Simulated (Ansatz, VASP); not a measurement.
**One calculation of AlN, two programs**

```xyz
4
Lattice="3.3608 0.0000 0.0000 -1.6804 2.9105 0.0000 0.0000 0.0000 4.2827" Properties=species:S:1:pos:R:3 pbc="T T T"
Al    0.0000    1.9404    3.2120
Al    1.6804    0.9702    1.0707
N     0.0000    1.9404    1.0707
N     1.6804    0.9702    3.2120
```

Alike in both runs: task single point; functional PBEsol; k mesh 9 × 9 × 6; occupations gaussian, width 0.05 eV; no spin polarisation.

|  | VASP | Ansatz |
| --- | --- | --- |
| version | VASP 6.6.1 | Ansatz 0.2.0 |
| potentials or method | VASP PAW PBE potentials, release 64 (Al, N), cutoff 520 eV | scalar-relativistic, plane waves, PAW |
| valence electrons in the cell | 16 | 16 |

```csv
,VASP,Ansatz,Ansatz less VASP
gap on the k mesh at the Fermi level (eV),2.78,2.77,-0.011
least direct gap on the mesh (eV),2.78,2.77,-0.011
pressure (GPa),-12.7,-12.7,+0.03
"traceless stress, the component that is largest in VASP (GPa)",0.13,0.14,+0.014
```

VASP's potentials were made for PBE, not for PBEsol, and Ansatz warns of the same on its side.
